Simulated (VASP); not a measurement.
Here is a VASP 6.6.1 calculation.

INCAR

```
SYSTEM = Pb
PREC     = Accurate       ! precision mode
ENCUT    = 520            ! plane-wave cutoff, eV
EDIFF    = 1E-7           ! SCF threshold, eV
ISMEAR   = -1             ! smearing method
SIGMA    = 0.05           ! smearing width, eV
LREAL    = .False.        ! projectors in reciprocal space
LASPH    = .True.         ! aspherical terms in the spheres
NELM     = 80             ! most SCF steps
ALGO     = Fast           ! electronic algorithm
ISIF     = 2              ! what is computed and relaxed
LWAVE    = .False.        ! write WAVECAR
LCHARG   = .False.        ! write CHGCAR
GGA      = PS             ! functional
NBANDS   = 21             ! bands
```

KPOINTS

```
regular mesh
0
Gamma
  9 9 5
  0 0 0
```

Contents of POSCAR:

```
Pb
1.0
    3.4800000000      0.0000000000      0.0000000000
   -1.7400000000      3.0137684052      0.0000000000
    0.0000000000      0.0000000000      5.5900000000
Pb
2
Direct
    0.6666666667      0.3333333333      0.7500000000
    0.3333333333      0.6666666667      0.2500000000
```

Potentials or basis: VASP PAW PBE potentials, release 64 (Pb_d).

The run is started by

```bash
$ cat potpaw_PBE.64/Pb_d/POTCAR > POTCAR
$ mpirun -np 1 vasp_std > vasp.out
```

(1) Predict the pressure.

(2) Estimate the band gap on the k mesh.

Results:

(1) 1.0 GPa.

(2) zero (band 14 reaches 13.20 eV, above the bottom of band 15 at 5.43 eV).

Caveat: the PAW data sets were made with another functional, which shifts forces and pressure a little; spin-orbit coupling is left out, which moves the levels of the heavy elements.
